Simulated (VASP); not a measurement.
# C (P6_3/mmc) in VASP: notebook, part 2 of 2

VASP 6.6.1. Earlier steps stand in the parts before.

### 3 Single point, r2SCAN+D3(BJ) (7.99 Å³/atom)

This run uses another cell than the first one, of 7.99 Å³/atom.

The input, POSCAR:

```
C
1.0
    2.4455568618      0.0000000000      0.0000000000
   -1.2227784309      2.1179143687      0.0000000000
    0.0000000000      0.0000000000      6.1743343678
C
4
Direct
    0.0000000000      0.0000000000      0.2500000000
    0.0000000000      0.0000000000      0.7500000000
    0.3333333333      0.6666666667      0.2500000000
    0.6666666667      0.3333333333      0.7500000000
```

The input, INCAR.step1:

```
  PREC = Accurate
  ENCUT = 520
  ISMEAR = 0
  SIGMA = 0.1
  LREAL = F
  LASPH = T
  NELM = 100
  NBANDS = 16
  GGA = PE
  ALGO = Normal
  EDIFF = 1E-4
  LWAVE = T
  LCHARG = F
```

The input, INCAR.step2:

```
  PREC = Accurate
  ENCUT = 520
  EDIFF = 1E-7
  ISMEAR = 0
  SIGMA = 0.1
  LREAL = F
  LASPH = T
  NELM = 100
  ALGO = Normal
  ISIF = 2
  LWAVE = F
  LCHARG = F
  METAGGA = R2SCAN
  LMIXTAU = T
  IVDW = 12
  VDW_S6 = 1.0
  VDW_S8 = 0.78981345
  VDW_A1 = 0.49484001
  VDW_A2 = 5.73083694
  NBANDS = 16
  ISTART = 1
```

The input, KPOINTS:

```
Automatic mesh
0
Gamma
  21 21 6
```

Potentials or basis: VASP PAW PBE potentials, release 64 (C).

On the command line:

```sh
$ cat potpaw_PBE.64/C/POTCAR > POTCAR
$ cp INCAR.step1 INCAR
$ mpirun -np 1 vasp_std > vasp.out
$ cp INCAR.step2 INCAR
$ mpirun -np 1 vasp_std > vasp.out
```

OUTCAR:

```text
PREC = Accurate
   ENCUT = 520
   EDIFF = 1E-7
   ISMEAR = 0
   LREAL = F
   LASPH = T
   NELM = 100
   ISIF = 2
   METAGGA = R2SCAN
   IVDW = 12
   ISTART = 1
 IVDW          = 12

 ion  position               nearest neighbor table
   1  0.000  0.000  0.250-   3 1.41   3 1.41   3 1.41
   2  0.000  0.000  0.750-   4 1.41   4 1.41   4 1.41
   3  0.333  0.667  0.250-   1 1.41   1 1.41   1 1.41
   4  0.667  0.333  0.750-   2 1.41   2 1.41   2 1.41

  LATTYP: Found a hexagonal cell.
 ALAT       =     2.4455568618
 C/A-ratio  =     2.5247151126

  Lattice vectors:

 A1 = (   2.4455568618,   0.0000000000,   0.0000000000)
 A2 = (  -1.2227784309,   2.1179143687,   0.0000000000)
 A3 = (   0.0000000000,   0.0000000000,   6.1743343678)

Analysis of symmetry for initial positions (statically):
=====================================================================
 Subroutine PRICEL returns:
 Original cell was already a primitive cell.

 Routine SETGRP: Setting up the symmetry group for a
 hexagonal supercell.

 Subroutine GETGRP returns: Found 24 space group operations
 (whereof 12 operations were pure point group operations)
 out of a pool of 24 trial point group operations.

The static configuration has the point symmetry D_3d.
 The point group associated with its full space group is D_6h.

Analysis of symmetry for dynamics (positions and initial velocities):
=====================================================================
 Subroutine PRICEL returns:
 Original cell was already a primitive cell.

 Routine SETGRP: Setting up the symmetry group for a
 hexagonal supercell.

 Subroutine GETGRP returns: Found 24 space group operations
 (whereof 12 operations were pure point group operations)
 out of a pool of 24 trial point group operations.

The dynamic configuration has the point symmetry D_3d.
 The point group associated with its full space group is D_6h.

 Subroutine INISYM returns: Found 24 space group operations
 (whereof 12 operations are pure point group operations),
 and found     1 'primitive' translations

----------------------------------------------------------------------------------------

                                     Primitive cell

  volume of cell :      31.9798

  direct lattice vectors                    reciprocal lattice vectors
     2.445556862  0.000000000  0.000000000     0.408904825  0.236081311  0.000000000
    -1.222778431  2.117914369  0.000000000     0.000000000  0.472162621  0.000000000
     0.000000000  0.000000000  6.174334368     0.000000000  0.000000000  0.161960778

  length of vectors
     2.445556862  2.445556862  6.174334368     0.472162621  0.472162621  0.161960778

  position of ions in fractional coordinates (direct lattice)
     0.000000000  0.000000000  0.250000000
     0.000000000  0.000000000  0.750000000
     0.333333333  0.666666667  0.250000000
     0.666666667  0.333333333  0.750000000

  ion indices of the primitive-cell ions
   primitive index   ion index
                 1           1
                 2           2
                 3           3
                 4           4

[... 23 lines left out ...]

 Found    192 irreducible k-points:

 Following reciprocal coordinates:
            Coordinates               Weight
  0.000000  0.000000  0.000000      1.000000
  0.047619  0.000000  0.000000      6.000000
  0.095238  0.000000  0.000000      6.000000
  0.142857  0.000000  0.000000      6.000000
  0.190476  0.000000  0.000000      6.000000
  0.238095  0.000000  0.000000      6.000000
[... 16 lines left out ...]
  0.142857  0.095238  0.000000     12.000000
  0.190476  0.095238  0.000000     12.000000
 [... further k-points ...]
   k-points           NKPTS =    192   k-points in BZ     NKDIM =    192   number of bands    NBANDS=     16
   number of dos      NEDOS =    301   number of ions     NIONS =      4
   total plane-waves  NPLWV =  15552
   dimension x,y,z NGX =    18 NGY =   18 NGZ =   48
   dimension x,y,z NGXF=    36 NGYF=   36 NGZF=   96
   ions per type =               4
   NGX,Y,Z   is equivalent  to a cutoff of  12.24, 12.24, 12.92 a.u.
   NGXF,Y,Z  is equivalent  to a cutoff of  24.47, 24.47, 25.85 a.u.
 SYSTEM =  unknown system
   PREC   = accura    normal or accurate (medium, high low for compatibility)
   ISTART =      1    job   : 0-new  1-cont  2-samecut
   ICHARG =      0    charge: 1-file 2-atom 10-const
   ISPIN  =      1    spin polarized calculation?
   LNONCOLLINEAR =      F non collinear calculations
   LSORBIT =      F    spin-orbit coupling
   LASPH  =      T    aspherical Exc in radial PAW
   ENCUT  =  520.0 eV  38.22 Ry    6.18 a.u.   4.55  4.55 11.48*2*pi/ulx,y,z
   NELM   =    100;   NELMIN=  2; NELMDL=  0     # of ELM steps
   EDIFF  = 0.1E-06   stopping-criterion for ELM
   LREAL  =      F    real-space projection
   EDIFFG = 0.1E-05   stopping-criterion for IOM
   NSW    =      0    number of steps for IOM
   IBRION =     -1    ionic relax: 0-MD 1-quasi-New 2-CG
   NFREE  =      0    steps in history (QN), initial steepest desc. (CG)
   ISIF   =      2    stress and relaxation
   ISYM   =      2    0-nonsym 1-usesym 2-fastsym
   POTIM  = 0.5000    time-step for ionic-motion
   TEBEG  =    0.0;   TEEND  =   0.0 temperature during run
   PSTRESS=    0.0 pullay stress
   NELECT =      16.0000    total number of electrons
   NUPDOWN=      -1.0000    fix difference up-down
   EMIN   =  10.00;   EMAX   =-10.00  energy-range for DOS
   EFERMI =   0.00;   METHOD = LEGACY
   ISMEAR =     0;   SIGMA  =   0.10  broadening in eV -4-tet -1-fermi 0-gaus
   EFERMI_NEDOS =   21; number of points for ismear=-14 and -15
   IALGO  =     38    algorithm
   IMIX   =      4    mixing-type and parameters
     AMIX     =   0.40;   BMIX     =  1.00
     AMIX_MAG =   1.60;   BMIX_MAG =  1.00
  volume/ion in A,a.u.               =       7.99        53.95
  Fermi-wavevector in a.u.,A,eV,Ry     =   1.299639  2.455962 22.981076  1.689061
  Thomas-Fermi vector in A             =   2.430890
   LORBIT       =      0    0 simple, 1 ext, 2 COOP (PROOUT), +10 PAW based schemes
   METAGGA = R2SCAN    functional components
   LHFCALC =     F    Hartree Fock is set to
   AEXX    =    0.0000 exact exchange contribution
   IVDW    =    12    specifies the selected vdW correction
   LEPSILON=     F    determine dielectric tensor
   LRPA    =     F    only Hartree local field effects (RPA)
 non-spin polarized calculation
 Gauss-broadening in eV      SIGMA  =   0.10
  energy-cutoff  :      520.00
  volume of cell :       31.98
 maximum number of plane-waves:       880
   NGX =  9   NGY =  9   NGZ = 23

 number of electron      15.9999997 magnetization

 Free energy of the ion-electron system (eV)
  ---------------------------------------------------
  ext. energy  EPLUGINS =         0.00000000
  ---------------------------------------------------
  free energy    TOTEN  =       -39.67026683 eV

  energy without entropy =      -39.66971729  energy(sigma->0) =      -39.66999206

 E-fermi :   5.5125     XC(G=0): -11.7674

 val. band max:        5.4874909674   @ k =   0.3333   0.3333   0.1667
 cond. band min:       5.5301346927   @ k =   0.3333   0.3333   0.3333
 fundamental gap:      0.0426437253
 Fermi energy:         5.5125445870

 k-point     1 :       0.0000    0.0000    0.0000
  band No.  band energies     occupation
      1     -15.6461      2.00000
      2     -15.0995      2.00000
      3      -3.9796      2.00000
      4      -0.9864      2.00000
      5       2.3580      2.00000
      6       2.3580      2.00000
[... 433 lines left out ...]
      3      -2.1846      2.00000
      4      -2.0327      2.00000
      5      -2.0197      2.00000
      6      -0.3606      2.00000
[... 8 lines left out ...]
     15      18.5903      0.00000
     16      20.0407      0.00000

 [... further k-points ...]

------------------------ aborting loop because EDIFF is reached ----------------------------------------

 Edisp (eV)   -0.33062

 E8    (eV) :    -0.0692

  FORCE on cell =-STRESS in cart. coord.  units (eV):
  Direction    XX          YY          ZZ          XY          YZ          ZX
  --------------------------------------------------------------------------------------
  -------------------------------------------------------------------------------------
  Total       1.33501     1.33501     1.07623     0.00000     0.00000     0.00000
  in kB      66.88335    66.88335    53.91850     0.00000     0.00000     0.00000
  external pressure =       62.56 kB  Pullay stress =        0.00 kB

 VOLUME and BASIS-vectors are now :
 -----------------------------------------------------------------------------
  energy-cutoff  :      520.00
  volume of cell :       31.98
      direct lattice vectors                 reciprocal lattice vectors
     2.445556862  0.000000000  0.000000000     0.408904825  0.236081311  0.000000000
    -1.222778431  2.117914369  0.000000000     0.000000000  0.472162621  0.000000000
     0.000000000  0.000000000  6.174334368     0.000000000  0.000000000  0.161960778

 POSITION                                       TOTAL-FORCE (eV/Angst)
 -----------------------------------------------------------------------------------
      0.00000      0.00000      1.54358         0.000000     -0.000000     -0.000000
      0.00000      0.00000      4.63075        -0.000000      0.000000     -0.000000
     -0.00000      1.41194      1.54358        -0.000000     -0.000000     -0.000000
      1.22278      0.70597      4.63075         0.000000      0.000000      0.000000
 -----------------------------------------------------------------------------------
    total drift:                                0.000000     -0.000000      0.000000

  FREE ENERGIE OF THE ION-ELECTRON SYSTEM (eV)
  ---------------------------------------------------
  free  energy   TOTEN  =       -40.0008888449 eV

  energy  without entropy=      -40.0003393046  energy(sigma->0) =      -40.00061407
```

Wall time 3 min (1 thread of AMD EPYC 9R45 (Zen 5), shared host); peak memory 0.18 GiB.

What came out:

```
Free energy                : -40.0009 eV
Pressure                   : 6.3 GPa
Band gap on the k mesh     : zero (bands 8 and 9 overlap by 0.07 eV)
Dispersion energy per atom : -0.083 eV
```

Caveat: the cell stands under pressure; the PAW data sets were made with another functional, which shifts forces and pressure a little.

### 4 Single point, r2SCAN+D3(BJ) (8.26 Å³/atom)

This run uses another cell than the first one, of 8.26 Å³/atom.

The input, POSCAR:

```
C
1.0
    2.4496645030      0.0000000000      0.0000000000
   -1.2248322515      2.1214716903      0.0000000000
    0.0000000000      0.0000000000      6.3565126860
C
4
Direct
    0.0000000000      0.0000000000      0.2500000000
    0.0000000000      0.0000000000      0.7500000000
    0.3333333333      0.6666666667      0.2500000000
    0.6666666667      0.3333333333      0.7500000000
```

The input, INCAR.step1:

```
ALGO = Normal ; EDIFF = 1E-4
ENCUT = 520 ; GGA = PE
ISMEAR = 0 ; LASPH = True
LCHARG = False ; LREAL = False
LWAVE = True ; NBANDS = 16
NELM = 60 ; PREC = Accurate
SIGMA = 0.1
```

The input, INCAR.step2:

```
ALGO = Normal ; EDIFF = 1E-6
ENCUT = 520 ; ISIF = 2
ISMEAR = 0 ; ISTART = 1
IVDW = 12 ; LASPH = True
LCHARG = False ; LMIXTAU = True
LREAL = False ; LWAVE = False
METAGGA = R2SCAN ; NBANDS = 16
NELM = 60 ; PREC = Accurate
SIGMA = 0.1 ; VDW_A1 = 0.49484001
VDW_A2 = 5.73083694 ; VDW_S6 = 1.0
VDW_S8 = 0.78981345
```

The input, KPOINTS:

```
k-points
0
Gamma
  21 21 6
```

On the command line:

```sh
$ cat potpaw_PBE.64/C/POTCAR > POTCAR
$ cp INCAR.step1 INCAR
$ mpirun -np 1 vasp_std > vasp.out
$ cp INCAR.step2 INCAR
$ mpirun -np 1 vasp_std > vasp.out
```

Run time: 2.7 min. Hardware: 1 thread of AMD EPYC 9R45 (Zen 5), shared host; peak memory 0.18 GiB.

Results (log left out):

* Free energy: -40.0298 eV
* Pressure: 3.8 GPa
* Band gap on the k mesh: zero (bands 8 and 9 overlap by 0.05 eV)
* Dispersion energy per atom: -0.080 eV

Stress tensor (GPa, compression positive):
```
4.23 0.00 0.00
0.00 4.23 0.00
0.00 0.00 2.97
```

Levels at points of the mesh, in eV from the Fermi level:
| k point | band 5 | band 6 | band 7 | band 8 | band 9 | band 10 | band 11 | band 12 |
| --- | --- | --- | --- | --- | --- | --- | --- | --- |
| (0.00, 0.00, 0.00) | -3.17 | -3.17 | -3.14 | -3.14 | 5.03 | 8.79 | 8.79 | 8.87 |
| (0.00, 0.00, 0.50) | -3.15 | -3.15 | -3.15 | -3.15 | 8.29 | 8.29 | 8.83 | 8.83 |

Caveat: the cell stands under pressure; the PAW data sets were made with another functional, which shifts forces and pressure a little.

### 5 The runs side by side

| cell | gap on the mesh (eV) | pressure (GPa) |
| --- | --- | --- |
| a = 2.440, b = 2.440, c = 5.996 Å, angles 90.0, 90.0, 120.0°, 4 atoms | none | 9.5 |
| a = 2.446, b = 2.446, c = 6.174 Å, angles 90.0, 90.0, 120.0°, 4 atoms | none | 6.3 |
| a = 2.450, b = 2.450, c = 6.357 Å, angles 90.0, 90.0, 120.0°, 4 atoms | none | 3.8 |

Alike in all rows: task single point; level r2SCAN+D3(BJ); potentials or basis VASP PAW PBE potentials, release 64 (C); no spin polarisation; k mesh 21 × 21 × 6; cutoff (eV) 520; smearing gaussian 0.1 eV.

Caveats: the cell stands under pressure; the PAW data sets were made with another functional, which shifts forces and pressure a little.

Total energies depend on the potentials used, so only differences within one code and one set of settings carry meaning.
